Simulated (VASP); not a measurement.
**Zr2BiN2: single point with PBE**

Zr2BiN2:

```
Zr Bi N
1.0
     4.50625    0.00000    0.00000
    -2.25313    3.90253    0.00000
     0.00000    0.00000    5.88690
Zr Bi N
2 1 2
Direct
  0.66667 0.33333 0.00000
  0.00000 0.00000 0.00000
  0.00000 0.00000 0.50000
  0.33333 0.66667 0.11060
  0.33333 0.66667 0.88940
```

- Program: VASP 6.6.1
- Task: single point
- Functional: PBE
- Potentials or basis: VASP PAW PBE potentials, release 64 (Zr_sv, Bi_d, N)
- Cutoff: 520 eV
- k mesh: 6 × 6 × 4
- Occupations: gaussian, width 0.1 eV
- Spin: no spin polarisation

```yaml
Pressure: 0.1 GPa
Largest_force: 0.183 eV/Å
```

Forces in eV/Å, atoms in the order of the input:
```
Zr   0.000  0.000  0.000
Zr   0.000  0.000  0.000
Bi   0.000  0.000  0.000
N    0.000  0.000  0.183
N    0.000  0.000 -0.183
```

Stress tensor (GPa, compression positive):
```
0.09 0.00 0.00
0.00 0.09 0.00
0.00 0.00 0.25
```

Levels at points of the mesh, in eV from the Fermi level:
```
           k point  band 22  band 23  band 24  band 25  band 26  band 27  band 28  band 29
(0.00, 0.00, 0.00)    -0.88    -0.66    -0.66    -0.42     0.52     0.52     1.24     1.64
(0.50, 0.00, 0.00)    -2.06    -1.35    -0.48    -0.12     0.60     1.27     1.53     2.33
(0.00, 0.00, 0.50)    -1.48    -0.86    -0.86    -0.37     1.25     1.25     2.29     2.34
(0.50, 0.00, 0.50)    -2.45    -1.53    -0.38    -0.11     0.96     1.08     1.28     1.63
```

It took 51 s on 1 thread of Intel(R) Xeon(R) 6975P-C (Granite Rapids), on a shared host, peak memory 0.26 GiB.

Caveat: spin-orbit coupling is left out, which moves the levels of the heavy elements.
